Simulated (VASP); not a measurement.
# Al (Fm-3m) in VASP: further runs

Runs on Al. Level: PBE. Tasks: relaxation of cell and atoms, single point.

Everything below comes from runs of VASP 6.6.1. Logs are shortened: lines on timing, memory, paths and dates and some standing lists are left out, and cuts for length are marked.

## 1. The cell of the first run

Symmetry: Fm-3m, No. 225, cubic system. The conventional cell has a = 4.039 Å, b = 4.039 Å, c = 4.039 Å, α = 90.00°, β = 90.00°, γ = 90.00°. Al (site symmetry m-3m) has 12 Al at 2.86 Å within 3.8 Å.

## 2. Relaxation of cell and atoms, PBE

INCAR

```
SYSTEM = Al
PREC     = Accurate       ! precision mode
ENCUT    = 600            ! plane-wave cutoff, eV
EDIFF    = 1E-7           ! SCF threshold, eV
ISMEAR   = 0              ! smearing method
SIGMA    = 0.1            ! smearing width, eV
LREAL    = .False.        ! projectors in reciprocal space
LASPH    = .True.         ! aspherical terms in the spheres
NELM     = 100            ! most SCF steps
ALGO     = Normal         ! electronic algorithm
ISIF     = 3              ! what is computed and relaxed
LWAVE    = .False.        ! write WAVECAR
LCHARG   = .False.        ! write CHGCAR
GGA      = PE             ! functional
IBRION   = 2              ! ionic algorithm
NSW      = 100            ! ionic steps
EDIFFG   = -0.005         ! ionic threshold
```

KPOINTS

```
Automatic mesh
0
Gamma
  18 18 18
  0 0 0
```

POSCAR

```
Al
1.0
    0.0000000000      2.0194648466      2.0194648466
    2.0194648466      0.0000000000      2.0194648466
    2.0194648466      2.0194648466      0.0000000000
Al
1
Direct
    0.0000000000      0.0000000000      0.0000000000
```

Potentials or basis: VASP PAW PBE potentials, release 64 (Al).

The run is started by

```bash
$ cat potpaw_PBE.64/Al/POTCAR > POTCAR
$ mpirun -np 1 vasp_std > vasp.out
```

OUTCAR:

```text
SYSTEM = Al
   PREC = Accurate
   ENCUT = 600
   EDIFF = 1E-7
   ISMEAR = 0
   LREAL = .False.
   LASPH = .True.
   NELM = 100
   ISIF = 3
   GGA = PE
   IBRION = 2
   NSW = 100
   EDIFFG = -0.005

 ion  position               nearest neighbor table
   1  0.000  0.000  0.000-

  LATTYP: Found a face centered cubic cell.
 ALAT       =     4.0389296932

  Lattice vectors:

 A1 = (   0.0000000000,   2.0194648466,   2.0194648466)
 A2 = (   2.0194648466,   0.0000000000,   2.0194648466)
 A3 = (   2.0194648466,   2.0194648466,   0.0000000000)

Analysis of symmetry for initial positions (statically):
=====================================================================
 Subroutine PRICEL returns:
 Original cell was already a primitive cell.

 Routine SETGRP: Setting up the symmetry group for a
 face centered cubic supercell.

 Subroutine GETGRP returns: Found 48 space group operations
 (whereof 48 operations were pure point group operations)
 out of a pool of 48 trial point group operations.

The static configuration has the point symmetry O_h .

Analysis of symmetry for dynamics (positions and initial velocities):
=====================================================================
 Subroutine PRICEL returns:
 Original cell was already a primitive cell.

 Routine SETGRP: Setting up the symmetry group for a
 face centered cubic supercell.

 Subroutine GETGRP returns: Found 48 space group operations
 (whereof 48 operations were pure point group operations)
 out of a pool of 48 trial point group operations.

The dynamic configuration has the point symmetry O_h .

 Subroutine INISYM returns: Found 48 space group operations
 (whereof 48 operations are pure point group operations),
 and found     1 'primitive' translations

----------------------------------------------------------------------------------------

                                     Primitive cell

  volume of cell :      16.4717

  direct lattice vectors                    reciprocal lattice vectors
     0.000000000  2.019464847  2.019464847    -0.247590346  0.247590346  0.247590346
     2.019464847  0.000000000  2.019464847     0.247590346 -0.247590346  0.247590346
     2.019464847  2.019464847  0.000000000     0.247590346  0.247590346 -0.247590346

  length of vectors
     2.855954575  2.855954575  2.855954575     0.428839059  0.428839059  0.428839059

  position of ions in fractional coordinates (direct lattice)
     0.000000000  0.000000000  0.000000000

  ion indices of the primitive-cell ions
   primitive index   ion index
                 1           1

----------------------------------------------------------------------------------------

 KPOINTS: Automatic mesh

Automatic generation of k-mesh.
 Grid dimensions read from file:
 generate k-points for:   18   18   18

 Generating k-lattice:

  Cartesian coordinates                     Fractional coordinates (reciprocal lattice)
    -0.013755019  0.013755019  0.013755019     0.055555556  0.000000000  0.000000000
     0.013755019 -0.013755019  0.013755019     0.000000000  0.055555556  0.000000000
     0.013755019  0.013755019 -0.013755019     0.000000000  0.000000000  0.055555556

  Length of vectors
     0.023824392  0.023824392  0.023824392

  Shift w.r.t. Gamma in fractional coordinates (k-lattice)
     0.000000000  0.000000000  0.000000000

 Subroutine IBZKPT returns following result:
 ===========================================

[... 37 lines left out ...]
 SYSTEM =  Al
   PREC   = accura    normal or accurate (medium, high low for compatibility)
   ISTART =      0    job   : 0-new  1-cont  2-samecut
   ICHARG =      2    charge: 1-file 2-atom 10-const
   ISPIN  =      1    spin polarized calculation?
   LNONCOLLINEAR =      F non collinear calculations
   LSORBIT =      F    spin-orbit coupling
   LASPH  =      T    aspherical Exc in radial PAW
   ENCUT  =  600.0 eV  44.10 Ry    6.64 a.u.   5.70  5.70  5.70*2*pi/ulx,y,z
   NELM   =    100;   NELMIN=  2; NELMDL= -5     # of ELM steps
   EDIFF  = 0.1E-06   stopping-criterion for ELM
   LREAL  =      F    real-space projection
   EDIFFG = -.5E-02   stopping-criterion for IOM
   NSW    =    100    number of steps for IOM
   IBRION =      2    ionic relax: 0-MD 1-quasi-New 2-CG
   NFREE  =      1    steps in history (QN), initial steepest desc. (CG)
   ISIF   =      3    stress and relaxation
   ISYM   =      2    0-nonsym 1-usesym 2-fastsym
   POTIM  = 0.5000    time-step for ionic-motion
   TEBEG  =    0.0;   TEEND  =   0.0 temperature during run
   PSTRESS=    0.0 pullay stress
   NELECT =       3.0000    total number of electrons
   NUPDOWN=      -1.0000    fix difference up-down
   EMIN   =  10.00;   EMAX   =-10.00  energy-range for DOS
   EFERMI =   0.00;   METHOD = LEGACY
   ISMEAR =     0;   SIGMA  =   0.10  broadening in eV -4-tet -1-fermi 0-gaus
   EFERMI_NEDOS =   21; number of points for ismear=-14 and -15
   IALGO  =     38    algorithm
   IMIX   =      4    mixing-type and parameters
     AMIX     =   0.40;   BMIX     =  1.00
     AMIX_MAG =   1.60;   BMIX_MAG =  1.00
  volume/ion in A,a.u.               =      16.47       111.16
  Fermi-wavevector in a.u.,A,eV,Ry     =   0.927974  1.753616 11.716453  0.861135
  Thomas-Fermi vector in A             =   2.054101
   LORBIT       =      0    0 simple, 1 ext, 2 COOP (PROOUT), +10 PAW based schemes
   GGA     = PE    functional components
   LHFCALC =     F    Hartree Fock is set to
   AEXX    =    0.0000 exact exchange contribution
   IVDW    =     0    specifies the selected vdW correction
   LEPSILON=     F    determine dielectric tensor
   LRPA    =     F    only Hartree local field effects (RPA)
 conjugate gradient relaxation of ions
 non-spin polarized calculation
 Gauss-broadening in eV      SIGMA  =   0.10
  energy-cutoff  :      600.00
  volume of cell :       16.47
 maximum number of plane-waves:       568
   NGX = 11   NGY = 11   NGZ = 11

--------------------------------------- Ionic step        1  -------------------------------------------

 number of electron       3.0000000 magnetization

 Free energy of the ion-electron system (eV)
  ---------------------------------------------------
  ext. energy  EPLUGINS =         0.00000000
  ---------------------------------------------------
  free energy    TOTEN  =        -3.74459741 eV

  energy without entropy =       -3.74166197  energy(sigma->0) =       -3.74312969

------------------------ aborting loop because EDIFF is reached ----------------------------------------

  FORCE on cell =-STRESS in cart. coord.  units (eV):
  Direction    XX          YY          ZZ          XY          YZ          ZX
  --------------------------------------------------------------------------------------
  -------------------------------------------------------------------------------------
  Total        0.0104064      0.0104064      0.0104064      0.0000000      0.0000000     -0.0000000
  in kB        1.0122131      1.0122131      1.0122131      0.0000000      0.0000000     -0.0000000
  external PRESSURE =       1.0122131 kB  Pullay stress =       0.0000000 kB

 VOLUME and BASIS-vectors are now :
 -----------------------------------------------------------------------------
  energy-cutoff  :      600.00
  volume of cell :       16.47
      direct lattice vectors                 reciprocal lattice vectors
     0.000000000  2.019464847  2.019464847    -0.247590346  0.247590346  0.247590346
     2.019464847  0.000000000  2.019464847     0.247590346 -0.247590346  0.247590346
     2.019464847  2.019464847  0.000000000     0.247590346  0.247590346 -0.247590346

 POSITION                                       TOTAL-FORCE (eV/Angst)
 -----------------------------------------------------------------------------------
      0.00000      0.00000      0.00000         0.000000      0.000000     -0.000000
 -----------------------------------------------------------------------------------
    total drift:                                0.000000     -0.000000      0.000000

  FREE ENERGIE OF THE ION-ELECTRON SYSTEM (eV)
  ---------------------------------------------------
  free  energy   TOTEN  =        -3.7445974074 eV

  energy  without entropy=       -3.7416619651  energy(sigma->0) =       -3.74312969

--------------------------------------- Ionic step        2  -------------------------------------------

 number of electron       3.0000000 magnetization

 Free energy of the ion-electron system (eV)
  ---------------------------------------------------
  ext. energy  EPLUGINS =         0.00000000
  ---------------------------------------------------
  free energy    TOTEN  =        -3.74460377 eV

  energy without entropy =       -3.74167798  energy(sigma->0) =       -3.74314088

 E-fermi :   7.9935     XC(G=0): -10.1973

 val. band max:        7.9869967404   @ k =  -0.2778   0.2778   0.0556
 cond. band min:       7.9941942304   @ k =  -0.2778   0.5000   0.2222
 fundamental gap:      0.0071974900
 Fermi energy:         7.9934717100

 k-point     1 :       0.0000    0.0000    0.0000
  band No.  band energies     occupation
      1      -3.1336      2.00000
      2      20.6227      0.00000
      3      20.6227      0.00000
      4      20.6227      0.00000
      5      22.1162      0.00000
[... 177 lines left out ...]
 k-point    24 :      -0.2222    0.0556    0.0000
  band No.  band energies     occupation
      1      -1.4922      2.00000
      2      11.8436      0.00000
      3      17.2883      0.00000
      4      20.1402      0.00000
      5      21.8859      0.00000

 [... further k-points ...]
[... 5 lines left out ...]
  --------------------------------------------------------------------------------------
  -------------------------------------------------------------------------------------
  Total       -0.0014534     -0.0014534     -0.0014534      0.0000000     -0.0000000      0.0000000
  in kB       -0.1411612     -0.1411612     -0.1411612      0.0000000     -0.0000000      0.0000000
  external PRESSURE =      -0.1411612 kB  Pullay stress =       0.0000000 kB

 VOLUME and BASIS-vectors are now :
 -----------------------------------------------------------------------------
  energy-cutoff  :      600.00
  volume of cell :       16.50
      direct lattice vectors                 reciprocal lattice vectors
     0.000000000  2.020478683  2.020478683    -0.247466110  0.247466110  0.247466110
     2.020478683  0.000000000  2.020478683     0.247466110 -0.247466110  0.247466110
     2.020478683  2.020478683 -0.000000000     0.247466110  0.247466110 -0.247466110

 POSITION                                       TOTAL-FORCE (eV/Angst)
 -----------------------------------------------------------------------------------
      0.00000      2.02048      2.02048         0.000000      0.000000     -0.000000
 -----------------------------------------------------------------------------------
    total drift:                                0.000000      0.000000     -0.000000

  FREE ENERGIE OF THE ION-ELECTRON SYSTEM (eV)
  ---------------------------------------------------
  free  energy   TOTEN  =        -3.7446037749 eV

  energy  without entropy=       -3.7416779801  energy(sigma->0) =       -3.74314088

 reached required accuracy - stopping structural energy minimisation
```

Wall time 9 s (1 thread of Intel Xeon Platinum 8375C at 2.90GHz (Ice Lake), shared host); peak memory 0.14 GiB.

Results:

```yaml
Free_energy: -3.7446 eV
Relaxed_volume: 16.50 Å³/atom
Relaxed_cell: a = 2.857 Å, b = 2.857 Å, c = 2.857 Å, α = 60.00°, β = 60.00°, γ = 60.00°
Space_group_after_relaxing_to_0.05_Å: Fm-3m (No. 225)
Energy_gained_by_relaxing: 0.0 meV/atom
Ionic_steps: 2
Pressure_after_relaxing: 0.0 GPa
```

Final structure:
```
CELL_PARAMETERS angstrom
0.00000 2.02048 2.02048
2.02048 0.00000 2.02048
2.02048 2.02048 0.00000
ATOMIC_POSITIONS crystal
Al 0.00000 0.00000 0.00000
```

## 3. Single point, PBE

This run uses another cell than the first one, of 14.33 Å³/atom, 0.870 times its volume.

INCAR

```
  PREC = Accurate
  ENCUT = 520
  EDIFF = 1E-7
  ISMEAR = 0
  SIGMA = 0.1
  LREAL = False
  LASPH = True
  NELM = 100
  ALGO = Normal
  ISIF = 2
  LWAVE = False
  LCHARG = False
  GGA = PE
  NBANDS = 8
```

KPOINTS

```
regular mesh
0
Gamma
  18 18 18
```

POSCAR

```
Al
1.0
    0.0000000000      1.9277149216      1.9277149216
    1.9277149216      0.0000000000      1.9277149216
    1.9277149216      1.9277149216      0.0000000000
Al
1
Direct
    0.0000000000      0.0000000000      0.0000000000
```

Potentials or basis: VASP PAW PBE potentials, release 64 (Al).

The run is started by

```bash
$ cat potpaw_PBE.64/Al/POTCAR > POTCAR
$ mpirun -np 1 vasp_std > vasp.out
```

Run time: 8.5 s. Hardware: 1 thread of Intel Xeon 6975P-C, shared host; peak memory 0.13 GiB.

Results (log left out):

| Property | Result |
| --- | --- |
| Free energy | -3.6563 eV |
| Pressure | 14.9 GPa |

Levels at points of the mesh, in eV from the Fermi level:
```
           k point  band 1  band 2  band 3  band 4  band 5
(0.00, 0.00, 0.00)  -12.15   13.43   13.43   13.43   16.06
(0.50, 0.00, 0.00)   -5.17   -4.58   12.14   12.14   13.01
(0.50, 0.50, 0.00)   -3.26   -1.66    5.29    6.30    6.30
```
